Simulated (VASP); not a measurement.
Crystal: Ga.

```
CELL_PARAMETERS angstrom
2.26150 -3.83050 0.00000
2.26150 3.83050 0.00000
0.00000 0.00000 4.52400
ATOMIC_POSITIONS crystal
Ga 0.84510 0.15490 0.08100
Ga 0.65490 0.34510 0.58100
Ga 0.15490 0.84510 0.91900
Ga 0.34510 0.65490 0.41900
```

| Item | Value |
| --- | --- |
| Program | VASP 6.6.1 |
| Task | relaxation of volume and atoms at fixed shape |
| Functional | LDA |
| Potentials or basis | VASP PAW LDA potentials, release 64 (Ga_d) |
| Cutoff | 600 eV |
| k mesh | 6 × 6 × 5 |
| Occupations | fermi-dirac, width 0.05 eV |
| Spin | no spin polarisation |

At the start: pressure -3.5 GPa; volume 19.59 Å³/atom.

**Question.** How do energy, volume and symmetry change on relaxing?

**Answer.** Over 4 steps the energy falls by 14.6 meV/atom and the volume is 18.40 Å³/atom (-6.1 %); space group Cmce (No. 64, to 0.1 Å) before and after.

Step by step:
```tsv
step	energy change (eV)	largest force (eV/Å)	pressure (GPa)	volume (Å³)
1	0.0000	0.1240	-3.54	78.38
2	-0.0578	0.0502	0.04	73.58
3	-0.0578	0.0509	0.01	73.58
4	-0.0582	0.0274	-0.04	73.60
```

Final structure:
```xyz
4
Lattice="2.2146 -3.7511 0.0000 2.2146 3.7511 0.0000 0.0000 0.0000 4.4302" Properties=species:S:1:pos:R:3 pbc="T T T"
Ga    2.2146   -2.5815    0.3620
Ga    2.2146   -1.1696    2.5771
Ga    2.2146    2.5815    4.0682
Ga    2.2146    1.1696    1.8531
```
